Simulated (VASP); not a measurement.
# AlNi (P4/mmm) in VASP: notebook

Runs on AlNi. Level: PBE. Tasks: single point.

Program: VASP 6.6.1. These are calculated values, not measurements. Logs are shortened: lines on timing, memory, paths and dates and some standing lists are left out, and cuts for length are marked.

## Step 1: The cell of the first run

The structure is tetragonal, space group P4/mmm (No. 123). The conventional cell has a = 2.792 Å, b = 2.792 Å, c = 2.978 Å, α = 90.00°, β = 90.00°, γ = 90.00°. Al (site symmetry 4/mmm) has 8 Ni at 2.47 Å and 6 Al at 2.79 to 2.98 Å within 3.3 Å. Ni (site symmetry 4/mmm) has 8 Al at 2.47 Å and 6 Ni at 2.79 to 2.98 Å within 3.3 Å.

## Step 2: Single point, PBE

File INCAR:

```
  PREC = Accurate
  ENCUT = 520
  EDIFF = 1E-6
  ISMEAR = 0
  SIGMA = 0.15
  LREAL = F
  LASPH = T
  NELM = 100
  ALGO = Fast
  ISIF = 2
  LWAVE = F
  LCHARG = F
  GGA = PE
  NBANDS = 14
```

File KPOINTS:

```
regular mesh
0
Gamma
  16 16 16
```

File POSCAR:

```
AlNi
1.0
    1.9745413133     -1.9745086382      0.0000000000
    1.9745413133      1.9745086382      0.0000000000
    0.0000000000      0.0000000000      2.9778000000
Al Ni
1 1
Direct
    0.0000000000      0.0000000000      0.0000000000
    0.5000000000      0.5000000000      0.5000000000
```

Potentials or basis: VASP PAW PBE potentials, release 64 (Al, Ni).

The run is started by

```bash
cat potpaw_PBE.64/Al/POTCAR potpaw_PBE.64/Ni/POTCAR > POTCAR
mpirun -np 1 vasp_std > vasp.out
```

OUTCAR:

```text
PREC = Accurate
   ENCUT = 520
   EDIFF = 1E-6
   ISMEAR = 0
   LREAL = F
   LASPH = T
   NELM = 100
   ISIF = 2
   GGA = PE

 ion  position               nearest neighbor table
   1  0.000  0.000  0.000-   2 2.47   2 2.47   2 2.47   2 2.47   2 2.47   2 2.47   2 2.47   2 2.47

   2  0.500  0.500  0.500-   1 2.47   1 2.47   1 2.47   1 2.47   1 2.47   1 2.47   1 2.47   1 2.47

  LATTYP: Found a base centered orthorhombic cell.
 ALAT       =     3.9490172764
 B/A-ratio  =     1.0000165485
 C/A-ratio  =     0.7540610212

  Lattice vectors:

 A1 = (  -1.9745413133,  -1.9745086382,   0.0000000000)
 A2 = (   1.9745413133,  -1.9745086382,   0.0000000000)
 A3 = (   0.0000000000,   0.0000000000,   2.9778000000)

Analysis of symmetry for initial positions (statically):
=====================================================================
 Subroutine PRICEL returns:
 Original cell was already a primitive cell.

 Routine SETGRP: Setting up the symmetry group for a
 base centered orthorhombic supercell.

 Subroutine GETGRP returns: Found  8 space group operations
 (whereof  8 operations were pure point group operations)
 out of a pool of  8 trial point group operations.

The static configuration has the point symmetry D_2h.

Analysis of symmetry for dynamics (positions and initial velocities):
=====================================================================
 Subroutine PRICEL returns:
 Original cell was already a primitive cell.

 Routine SETGRP: Setting up the symmetry group for a
 base centered orthorhombic supercell.

 Subroutine GETGRP returns: Found  8 space group operations
 (whereof  8 operations were pure point group operations)
 out of a pool of  8 trial point group operations.

The dynamic configuration has the point symmetry D_2h.

 Subroutine INISYM returns: Found  8 space group operations
 (whereof  8 operations are pure point group operations),
 and found     1 'primitive' translations

----------------------------------------------------------------------------------------

                                     Primitive cell

  volume of cell :      23.2194

  direct lattice vectors                    reciprocal lattice vectors
     1.974541313 -1.974508638  0.000000000     0.253223367 -0.253227558  0.000000000
     1.974541313  1.974508638  0.000000000     0.253223367  0.253227558  0.000000000
     0.000000000  0.000000000  2.977800000     0.000000000  0.000000000  0.335818389

  length of vectors
[... 87 lines left out ...]
   NFREE  =      0    steps in history (QN), initial steepest desc. (CG)
   ISIF   =      2    stress and relaxation
   ISYM   =      2    0-nonsym 1-usesym 2-fastsym
   POTIM  = 0.5000    time-step for ionic-motion
   TEBEG  =    0.0;   TEEND  =   0.0 temperature during run
   PSTRESS=    0.0 pullay stress
   NELECT =      13.0000    total number of electrons
   NUPDOWN=      -1.0000    fix difference up-down
   EMIN   =  10.00;   EMAX   =-10.00  energy-range for DOS
   EFERMI =   0.00;   METHOD = LEGACY
   ISMEAR =     0;   SIGMA  =   0.15  broadening in eV -4-tet -1-fermi 0-gaus
   EFERMI_NEDOS =   21; number of points for ismear=-14 and -15
   IALGO  =     68    algorithm
   IMIX   =      4    mixing-type and parameters
     AMIX     =   0.40;   BMIX     =  1.00
     AMIX_MAG =   1.60;   BMIX_MAG =  1.00
  volume/ion in A,a.u.               =      11.61        78.35
  Fermi-wavevector in a.u.,A,eV,Ry     =   1.349291  2.549791 24.770586  1.820587
  Thomas-Fermi vector in A             =   2.476890
   LORBIT       =      0    0 simple, 1 ext, 2 COOP (PROOUT), +10 PAW based schemes
   GGA     = PE    functional components
   LHFCALC =     F    Hartree Fock is set to
   AEXX    =    0.0000 exact exchange contribution
   IVDW    =     0    specifies the selected vdW correction
   LEPSILON=     F    determine dielectric tensor
   LRPA    =     F    only Hartree local field effects (RPA)
 non-spin polarized calculation
 RMM-DIIS sequential band-by-band and
 Gauss-broadening in eV      SIGMA  =   0.15
  energy-cutoff  :      520.00
  volume of cell :       23.22
 maximum number of plane-waves:       644
 NGX is ok and might be reduce to    24
   NGX = 11   NGY = 11   NGZ = 11

 number of electron      12.9999988 magnetization

 Free energy of the ion-electron system (eV)
  ---------------------------------------------------
  ext. energy  EPLUGINS =         0.00000000
  ---------------------------------------------------
  free energy    TOTEN  =       -10.50659965 eV

  energy without entropy =      -10.49629884  energy(sigma->0) =      -10.50144925

 E-fermi :  10.4157     XC(G=0): -12.1904

 val. band max:       10.4034045693   @ k =   0.3750   0.3125   0.0625
 cond. band min:      10.4164495529   @ k =   0.5000   0.3125   0.4375
 fundamental gap:      0.0130449835
 Fermi energy:        10.4156645474

 k-point     1 :       0.0000    0.0000    0.0000
  band No.  band energies     occupation
      1      -0.9383      2.00000
      2       7.0036      2.00000
      3       7.0781      2.00000
      4       8.7680      2.00000
      5       8.7680      2.00000
      6       8.9398      2.00000
      7      14.5488      0.00000
      8      16.8449      0.00000
      9      16.8450      0.00000
     10      18.2055      0.00000
     11      18.8953      0.00000
     12      24.8768      0.00000
     13      31.2566      0.00000
     14      31.2567      0.00000
[... 377 lines left out ...]
      1      -0.7852      2.00000
      2       7.0372      2.00000
      3       7.0891      2.00000
      4       8.7133      2.00000
      5       8.7421      2.00000
      6       8.8741      2.00000
      7      14.7682      0.00000
      8      15.7477      0.00000
      9      16.2145      0.00000
     10      18.5605      0.00000
     11      20.2397      0.00000
     12      25.4781      0.00000
     13      30.1386      0.00000
     14      30.3833      0.00000

 [... further k-points ...]
[... 5 lines left out ...]
  --------------------------------------------------------------------------------------
  -------------------------------------------------------------------------------------
  Total        1.2871546      1.2877450      0.6422271      0.0000000      0.0000000      0.0000000
  in kB       88.8158598     88.8565945     44.3147655      0.0000000      0.0000000      0.0000000
  external PRESSURE =      73.9957399 kB  Pullay stress =       0.0000000 kB

 VOLUME and BASIS-vectors are now :
 -----------------------------------------------------------------------------
  energy-cutoff  :      520.00
  volume of cell :       23.22
      direct lattice vectors                 reciprocal lattice vectors
     1.974541313 -1.974508638  0.000000000     0.253223367 -0.253227558  0.000000000
     1.974541313  1.974508638  0.000000000     0.253223367  0.253227558  0.000000000
     0.000000000  0.000000000  2.977800000     0.000000000  0.000000000  0.335818389

 POSITION                                       TOTAL-FORCE (eV/Angst)
 -----------------------------------------------------------------------------------
      0.00000      0.00000      0.00000         0.000000      0.000000      0.000000
      1.97454      0.00000      1.48890        -0.000000      0.000000      0.000000
 -----------------------------------------------------------------------------------
    total drift:                                0.000000     -0.000000     -0.000000

  FREE ENERGIE OF THE ION-ELECTRON SYSTEM (eV)
  ---------------------------------------------------
  free  energy   TOTEN  =       -10.5065996509 eV

  energy  without entropy=      -10.4962988448  energy(sigma->0) =      -10.50144925
```

stdout:

```text
POSCAR found type information on POSCAR AlNi
 POSCAR found :  2 types and       2 ions
 scaLAPACK will be used
 LDA part: xc-table for (Slater+PW92), standard interpolation
 POSCAR, INCAR and KPOINTS ok, starting setup
 FFT: planning ... GRIDC
 FFT: planning ... GRID_SOFT
 FFT: planning ... GRID
 WAVECAR not read
 entering main loop
WARNING in EDDRMM: call to ZHEGV failed, returncode =   8  4     13
WARNING in EDDRMM: call to ZHEGV failed, returncode =   8  4     13
WARNING in EDDRMM: call to ZHEGV failed, returncode =   6  3     14
```

Run time: 1.9 min. Hardware: 1 thread of Intel Xeon Platinum 8488C (Sapphire Rapids), shared host; peak memory 0.32 GiB.

What came out:

```yaml
Free_energy: -10.5066 eV
Pressure: 7.4 GPa
Band_gap_on_the_k_mesh: zero (an odd number of electrons rules out a gap without spin polarisation)
```

Caveat: the cell stands under pressure. Spin polarisation is off, so any magnetic state and its effect on volume and gap are missing.

## Step 3: Single point, PBE

This run uses another cell than the first one, of 11.70 Å³/atom.

File INCAR:

```
ALGO = Fast ; EDIFF = 1E-6
ENCUT = 520 ; GGA = PE
ISIF = 2 ; ISMEAR = 0
LASPH = True ; LCHARG = False
LREAL = False ; LWAVE = False
NBANDS = 14 ; NELM = 100
PREC = Accurate ; SIGMA = 0.15
```

File KPOINTS:

```
k-points
0
Gamma
  16 16 16
```

File POSCAR:

```
AlNi
1.0
    2.0085534309     -2.0085201929      0.0000000000
    2.0085534309      2.0085201929      0.0000000000
    0.0000000000      0.0000000000      2.9004437058
Al Ni
1 1
Direct
    0.0000000000      0.0000000000      0.0000000000
    0.5000000000      0.5000000000      0.5000000000
```

Potentials or basis: VASP PAW PBE potentials, release 64 (Al, Ni).

The run is started by

```bash
cat potpaw_PBE.64/Al/POTCAR potpaw_PBE.64/Ni/POTCAR > POTCAR
mpirun -np 1 vasp_std > vasp.out
```

It took 2.5 min on 1 thread of Intel Xeon Platinum 8488C (Sapphire Rapids), shared host; peak memory 0.33 GiB.

It converged, with:

```yaml
Free_energy: -10.5274 eV
Pressure: 5.8 GPa
Band_gap_on_the_k_mesh: zero (an odd number of electrons rules out a gap without spin polarisation)
```

Stress tensor (GPa, compression positive):
```
6.37 0.00 0.00
0.00 6.37 0.00
0.00 0.00 4.67
```

Levels at points of the mesh, in eV from the Fermi level:
| k point | band 4 | band 5 | band 6 | band 7 | band 8 | band 9 | band 10 | band 11 |
| --- | --- | --- | --- | --- | --- | --- | --- | --- |
| (0.00, 0.00, 0.00) | -1.60 | -1.60 | -1.54 | 5.09 | 5.85 | 5.85 | 8.09 | 8.28 |
| (0.50, 0.00, 0.00) | -2.39 | -2.27 | -1.51 | -0.60 | 8.29 | 9.69 | 10.39 | 10.76 |
| (0.50, 0.50, 0.00) | -2.85 | -2.19 | -2.19 | -1.00 | 1.65 | 2.70 | 12.18 | 15.01 |
| (0.00, 0.00, 0.50) | -2.27 | -2.27 | -1.46 | -0.76 | 8.31 | 10.31 | 10.31 | 11.16 |
| (0.50, 0.00, 0.50) | -2.94 | -2.11 | -2.09 | -1.06 | 1.46 | 2.51 | 12.69 | 15.35 |
| (0.50, 0.50, 0.50) | -1.04 | -0.98 | 1.96 | 2.01 | 2.01 | 3.89 | 4.46 | 4.46 |

Caveat: the cell stands under pressure.

[end of part 1 of 2]

The gap in the log of VASP goes by the Fermi energy; the results here count the filled bands.